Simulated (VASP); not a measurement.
# InGa2N3 (P1) in VASP: relaxation of cell and atoms with PBE

Aim: the relaxation of cell and atoms of InGa2N3 with PBE.

All numbers are computed with VASP 6.6.1; they aren't measurements. Logs are shortened: lines on timing, memory, paths and dates and some standing lists are left out, and cuts for length are marked.

## (1) The cell of the first run

The typed cell holds 12 atoms: a = 4.644 Å, b = 4.628 Å, c = 7.280 Å, α = 91.33°, β = 108.44°, γ = 89.62°.

## (2) Relaxation of cell and atoms, PBE

The input, INCAR:

```
SYSTEM = InGa2N3
PREC = Accurate
ENCUT = 600
EDIFF = 1E-6
ISMEAR = 0
SIGMA = 0.1
LREAL = .FALSE.
LASPH = .TRUE.
NELM = 80
ALGO = Normal
ISIF = 3
LWAVE = .FALSE.
LCHARG = .FALSE.
GGA = PE
IBRION = 2
NSW = 80
EDIFFG = -0.025
```

The input, KPOINTS:

```
Automatic mesh
0
G
  4 4 4
  0 0 0
```

The input, POSCAR:

```
InGa2N3
1.0
   -3.2728297646      3.2944135175     -0.0065878332
    3.2612788470      3.2828625998      0.0513049657
    1.5743615496     -1.6951375404     -6.9027915962
In Ga N
2 4 6
Direct
    0.0026905056      0.0033711168      0.0130044421
    0.5346798796      0.4905429622      0.0206120309
    0.3377707916      1.0211969087      0.6447952585
    0.8223448074      0.4902774867      0.6431974956
    0.6764359031      0.9831962608      0.3541268330
    0.2125827268      0.4886309284      0.3346338549
    0.5113113325      0.2651477081      0.4906628290
    0.9869121171      0.7430911130      0.4839366183
    0.8204107581      0.2769827250      0.1747967771
    0.3327042902      0.7543099284      0.1892359845
    0.1300938748      0.2528590726      0.8227254023
    0.6320630134      0.7303937893      0.8282724739
```

Potentials or basis: VASP PAW PBE potentials, release 64 (In_d, Ga_d, N).

Run with:

```
$ cat potpaw_PBE.64/In_d/POTCAR potpaw_PBE.64/Ga_d/POTCAR potpaw_PBE.64/N/POTCAR > POTCAR
$ mpirun -np 1 vasp_std > vasp.out
```

OUTCAR:

```text
SYSTEM = InGa2N3
   PREC = Accurate
   ENCUT = 600
   EDIFF = 1E-6
   ISMEAR = 0
   LREAL = .FALSE.
   LASPH = .TRUE.
   NELM = 80
   ISIF = 3
   GGA = PE
   IBRION = 2
   NSW = 80
   EDIFFG = -0.025

 ion  position               nearest neighbor table
   1  0.003  0.003  0.013-  10 2.03  11 2.05   9 2.06  12 2.20   2 3.13   6 3.13   2 3.24   5 3.30
                             6 3.30   5 3.33   2 3.34   3 3.39   2 3.40   4 3.44   4 3.45
   2  0.535  0.491  0.021-   9 1.76  12 1.97  10 2.13  11 2.25   6 3.10   1 3.13   5 3.21   1 3.24
                             6 3.25   5 3.33   1 3.34   3 3.35   1 3.40   4 3.41
   3  0.338  0.021  0.645-   7 1.96  12 2.09   8 2.11  11 2.11   2 3.35   1 3.39
   4  0.822  0.490  0.643-   7 1.83  11 1.96   8 1.98  12 2.12   2 3.41   1 3.44   1 3.45
   5  0.676  0.983  0.354-   8 1.84   7 1.92  10 1.97   9 2.16   2 3.21   1 3.30   1 3.33   2 3.33

   6  0.213  0.489  0.335-   7 1.82  10 1.84   9 2.06   8 2.08   2 3.10   1 3.13   2 3.25   1 3.30

   7  0.511  0.265  0.491-   6 1.82   4 1.83   5 1.92   3 1.96
   8  0.987  0.743  0.484-   5 1.84   4 1.98   6 2.08   3 2.11
   9  0.820  0.277  0.175-   2 1.76   1 2.06   6 2.06   5 2.16
  10  0.333  0.754  0.189-   6 1.84   5 1.97   1 2.03   2 2.13
  11  0.130  0.253  0.823-   4 1.96   1 2.05   3 2.11   2 2.25
  12  0.632  0.730  0.828-   2 1.97   3 2.09   4 2.12   1 2.20

  LATTYP: Found a triclinic cell.
 ALAT       =     4.6277163663
 B/A-ratio  =     2.5732066968
 C/A-ratio  =     1.8501944049
 COS(alpha) =     0.0001981668
 COS(beta)  =     0.5242443003
 COS(gamma) =     0.7914783787

  Lattice vectors:

 A1 = (  -3.2612788470,  -3.2828625998,  -0.0513049657)
 A2 = (  -4.9481961444,  -8.2608627400,  -7.0054015276)
 A3 = (  -1.5628106320,  -4.8821385769,   6.8580744637)

Analysis of symmetry for initial positions (statically):
=====================================================================
 Subroutine PRICEL returns:
 Original cell was already a primitive cell.

 Routine SETGRP: Setting up the symmetry group for a
 triclinic supercell.

 Subroutine GETGRP returns: Found  1 space group operations
 (whereof  1 operations were pure point group operations)
 out of a pool of  2 trial point group operations.

The static configuration has the point symmetry C_1 .

Analysis of symmetry for dynamics (positions and initial velocities):
=====================================================================
 Subroutine PRICEL returns:
 Original cell was already a primitive cell.

 Routine SETGRP: Setting up the symmetry group for a
 triclinic supercell.

 Subroutine GETGRP returns: Found  1 space group operations
 (whereof  1 operations were pure point group operations)
 out of a pool of  2 trial point group operations.

The dynamic configuration has the point symmetry C_1 .

 Subroutine INISYM returns: Found  1 space group operations
 (whereof  1 operations are pure point group operations),
 and found     1 'primitive' translations

----------------------------------------------------------------------------------------

                                     Primitive cell

  volume of cell :     148.3809

  direct lattice vectors                    reciprocal lattice vectors
    -3.272829765  3.294413518 -0.006587833    -0.152135176  0.152261563 -0.072089684
     3.261278847  3.282862600  0.051304966     0.153333915  0.152324460 -0.002434941
     1.574361550 -1.695137540 -6.902791596     0.001284847  0.000986837 -0.144818223

  length of vectors
     4.643772011  4.627716366  7.280153665     0.226992551  0.216148003  0.144827284

  position of ions in fractional coordinates (direct lattice)
     0.002690506  0.003371117  0.013004442
     0.534679880  0.490542962  0.020612031
     0.337770792  0.021196909  0.644795258
     0.822344807  0.490277487  0.643197496
     0.676435903  0.983196261  0.354126833
     0.212582727  0.488630928  0.334633855
     0.511311333  0.265147708  0.490662829
     0.986912117  0.743091113  0.483936618
     0.820410758  0.276982725  0.174796777
     0.332704290  0.754309928  0.189235985
     0.130093875  0.252859073  0.822725402
     0.632063013  0.730393789  0.828272474

  ion indices of the primitive-cell ions
   primitive index   ion index
                 1           1
                 2           2
                 3           3
                 4           4
                 5           5
[... 31 lines left out ...]

 Found     36 irreducible k-points:

 Following reciprocal coordinates:
            Coordinates               Weight
  0.000000  0.000000  0.000000      1.000000
  0.250000  0.000000 -0.000000      2.000000
  0.500000  0.000000 -0.000000      1.000000
 -0.000000  0.250000 -0.000000      2.000000
  0.250000  0.250000 -0.000000      2.000000
  0.500000  0.250000 -0.000000      2.000000
[... 16 lines left out ...]
 -0.000000 -0.250000  0.250000      2.000000
  0.250000 -0.250000  0.250000      2.000000
 [... further k-points ...]
   k-points           NKPTS =     36   k-points in BZ     NKDIM =     36   number of bands    NBANDS=     64
   number of dos      NEDOS =    301   number of ions     NIONS =     12
   total plane-waves  NPLWV =  96000
   dimension x,y,z NGX =    40 NGY =   40 NGZ =   60
   dimension x,y,z NGXF=    80 NGYF=   80 NGZF=  120
   ions per type =               2   4   6
   NGX,Y,Z   is equivalent  to a cutoff of  14.32, 14.37, 13.70 a.u.
   NGXF,Y,Z  is equivalent  to a cutoff of  28.64, 28.74, 27.40 a.u.
 SYSTEM =  InGa2N3
   PREC   = accura    normal or accurate (medium, high low for compatibility)
   ISTART =      0    job   : 0-new  1-cont  2-samecut
   ICHARG =      2    charge: 1-file 2-atom 10-const
   ISPIN  =      1    spin polarized calculation?
   LNONCOLLINEAR =      F non collinear calculations
   LSORBIT =      F    spin-orbit coupling
   LASPH  =      T    aspherical Exc in radial PAW
   ENCUT  =  600.0 eV  44.10 Ry    6.64 a.u.   9.27  9.24 14.54*2*pi/ulx,y,z
   NELM   =     80;   NELMIN=  2; NELMDL= -5     # of ELM steps
   EDIFF  = 0.1E-05   stopping-criterion for ELM
   LREAL  =      F    real-space projection
   EDIFFG = -.3E-01   stopping-criterion for IOM
   NSW    =     80    number of steps for IOM
   IBRION =      2    ionic relax: 0-MD 1-quasi-New 2-CG
   NFREE  =      1    steps in history (QN), initial steepest desc. (CG)
   ISIF   =      3    stress and relaxation
   ISYM   =      2    0-nonsym 1-usesym 2-fastsym
   POTIM  = 0.5000    time-step for ionic-motion
   TEBEG  =    0.0;   TEEND  =   0.0 temperature during run
   PSTRESS=    0.0 pullay stress
   NELECT =     108.0000    total number of electrons
   NUPDOWN=      -1.0000    fix difference up-down
   EMIN   =  10.00;   EMAX   =-10.00  energy-range for DOS
   EFERMI =   0.00;   METHOD = LEGACY
   ISMEAR =     0;   SIGMA  =   0.10  broadening in eV -4-tet -1-fermi 0-gaus
   EFERMI_NEDOS =   21; number of points for ismear=-14 and -15
   IALGO  =     38    algorithm
   IMIX   =      4    mixing-type and parameters
     AMIX     =   0.40;   BMIX     =  1.00
     AMIX_MAG =   1.60;   BMIX_MAG =  1.00
  volume/ion in A,a.u.               =      12.37        83.44
  Fermi-wavevector in a.u.,A,eV,Ry     =   1.472618  2.782845 29.505649  2.168604
  Thomas-Fermi vector in A             =   2.587611
   LORBIT       =      0    0 simple, 1 ext, 2 COOP (PROOUT), +10 PAW based schemes
   GGA     = PE    functional components
   LHFCALC =     F    Hartree Fock is set to
   AEXX    =    0.0000 exact exchange contribution
   IVDW    =     0    specifies the selected vdW correction
   LEPSILON=     F    determine dielectric tensor
   LRPA    =     F    only Hartree local field effects (RPA)
 conjugate gradient relaxation of ions
 non-spin polarized calculation
 Gauss-broadening in eV      SIGMA  =   0.10
  energy-cutoff  :      600.00
  volume of cell :      148.38
 maximum number of plane-waves:      4974
 NGX is ok and might be reduce to    40
   NGX = 19   NGY = 19   NGZ = 29

--------------------------------------- Ionic step        1  -------------------------------------------

 number of electron     107.9999997 magnetization

 Free energy of the ion-electron system (eV)
  ---------------------------------------------------
  ext. energy  EPLUGINS =         0.00000000
  ---------------------------------------------------
  free energy    TOTEN  =       -65.84186313 eV

  energy without entropy =      -65.84186272  energy(sigma->0) =      -65.84186293

------------------------ aborting loop because EDIFF is reached ----------------------------------------

  FORCE on cell =-STRESS in cart. coord.  units (eV):
  Direction    XX          YY          ZZ          XY          YZ          ZX
  --------------------------------------------------------------------------------------
  -------------------------------------------------------------------------------------
  Total       21.4174518      9.0213705     17.0613814      1.2975437      1.9034191      8.8029410
  in kB      231.2599959     97.4103800    184.2242965     14.0105344     20.5526171     95.0518354
  external PRESSURE =     170.9648908 kB  Pullay stress =       0.0000000 kB
[... 119 lines left out ...]
  FREE ENERGIE OF THE ION-ELECTRON SYSTEM (eV)
  ---------------------------------------------------
  free  energy   TOTEN  =       -68.7096533118 eV

  energy  without entropy=      -68.7094637745  energy(sigma->0) =      -68.70955854

[... ionic steps 4 to 19 ...]

--------------------------------------- Ionic step       20  -------------------------------------------

 number of electron     107.9999994 magnetization

------------------------ aborting loop because EDIFF is reached ----------------------------------------
[... 87 lines left out ...]
--------------------------------------- Ionic step       22  -------------------------------------------

 number of electron     107.9999995 magnetization

 Free energy of the ion-electron system (eV)
  ---------------------------------------------------
  ext. energy  EPLUGINS =         0.00000000
  ---------------------------------------------------
  free energy    TOTEN  =       -69.48352333 eV

  energy without entropy =      -69.48352166  energy(sigma->0) =      -69.48352250

 E-fermi :   5.8800     XC(G=0): -11.1824

 val. band max:        5.6040314820   @ k =   0.0000   0.0000   0.0000
 cond. band min:       6.1441635318   @ k =   0.0000   0.0000   0.0000
 fundamental gap:      0.5401320499
 Fermi energy:         5.8800314450

 k-point     1 :       0.0000    0.0000    0.0000
  band No.  band energies     occupation
      1      -9.7412      2.00000
      2      -9.3157      2.00000
      3      -9.2373      2.00000
      4      -9.2340      2.00000
      5      -9.1251      2.00000
      6      -9.1156      2.00000
[... 1597 lines left out ...]
     63      12.4794      0.00000
     64      12.6556      0.00000

 [... further k-points ...]

------------------------ aborting loop because EDIFF is reached ----------------------------------------

  FORCE on cell =-STRESS in cart. coord.  units (eV):
  Direction    XX          YY          ZZ          XY          YZ          ZX
  --------------------------------------------------------------------------------------
  -------------------------------------------------------------------------------------
  Total        0.0731980      0.0484240      0.0520008      0.0033806      0.0177872     -0.0115751
  in kB        0.7464350      0.4938033      0.5302772      0.0344740      0.1813852     -0.1180370
  external PRESSURE =       0.5901719 kB  Pullay stress =       0.0000000 kB
[... 27 lines left out ...]
  FREE ENERGIE OF THE ION-ELECTRON SYSTEM (eV)
  ---------------------------------------------------
  free  energy   TOTEN  =       -69.4835233349 eV

  energy  without entropy=      -69.4835216555  energy(sigma->0) =      -69.48352250

 reached required accuracy - stopping structural energy minimisation
```

Run time: 3.3 h. Hardware: 1 thread of Oxide Virtual Turin-like, shared host; peak memory 0.51 GiB.

What came out:

```
Free energy                           : -69.4835 eV
Relaxed volume                        : 13.09 Å³/atom
Relaxed cell                          : a = 4.697 Å, b = 4.697 Å, c = 7.497 Å, α = 89.99°, β = 108.23°, γ = 90.00°
Space group after relaxing (to 0.1 Å) : I-4m2 (No. 119)
Energy gained by relaxing             : 303.5 meV/atom
Ionic steps                           : 22
Pressure after relaxing               : 0.1 GPa
Largest force after relaxing          : 0.011 eV/Å
Band gap on the k mesh                : 0.54 eV
```

Forces in eV/Å, atoms in the order of the input:
```
In   0.007  0.004  0.007
In   0.002  0.002  0.007
Ga   0.003  0.000 -0.002
Ga  -0.004  0.003 -0.003
Ga  -0.004 -0.006 -0.003
Ga  -0.002 -0.008  0.001
N   -0.002 -0.001 -0.004
N   -0.003 -0.001 -0.003
N    0.001 -0.008 -0.001
N    0.001 -0.004  0.000
N    0.001  0.010 -0.001
N    0.000  0.010  0.003
```

Step by step:
```tsv
step	energy change (eV)	largest force (eV/Å)	pressure (GPa)	volume (Å³)
1	0.0000	10.8191	17.10	148.38
2	-1.0440	2.3812	-9.81	178.25
3	-2.8678	2.1397	-2.20	161.03
4	-2.8764	2.2182	-1.81	160.55
5	-2.8813	2.3537	-1.10	159.73
6	-3.4593	0.8507	-2.09	159.57
7	-3.4706	0.9175	-2.06	159.53
8	-3.5936	0.3822	1.18	155.95
9	-3.5936	0.3805	1.26	155.92
10	-3.6232	0.2128	-0.19	157.35
11	-3.6240	0.2287	-0.46	157.66
12	-3.6345	0.1199	-0.13	157.27
13	-3.6358	0.1328	0.03	157.10
14	-3.6401	0.0566	0.18	157.03
15	-3.6406	0.0717	0.17	157.00
16	-3.6413	0.0342	-0.17	157.34
17	-3.6413	0.0338	-0.08	157.29
18	-3.6413	0.0316	-0.18	157.31
19	-3.6413	0.0343	-0.15	157.30
20	-3.6415	0.0321	-0.02	157.14
21	-3.6415	0.0324	0.01	157.14
22	-3.6417	0.0106	0.06	157.11
```

Final structure:
```
CELL_PARAMETERS angstrom
-3.32157 3.32148 -0.00099
3.32127 3.32163 -0.00052
1.66027 -1.65914 -7.12020
ATOMIC_POSITIONS crystal
In 0.99986 0.99942 0.00006
In 0.49979 0.49944 0.00005
Ga 0.32711 0.99999 0.65430
Ga 0.82698 0.50004 0.65429
Ga 0.67308 0.00042 0.34562
Ga 0.17310 0.50041 0.34571
N 0.49996 0.25015 0.49994
N 0.99994 0.75018 0.49996
N 0.84706 0.25029 0.19313
N 0.34701 0.75021 0.19317
N 0.15304 0.24972 0.80684
N 0.65307 0.74973 0.80692
```

Caveat: semilocal functionals underestimate gaps, and a narrow one can read as zero; spin-orbit coupling is left out, which moves the levels of the heavy elements.
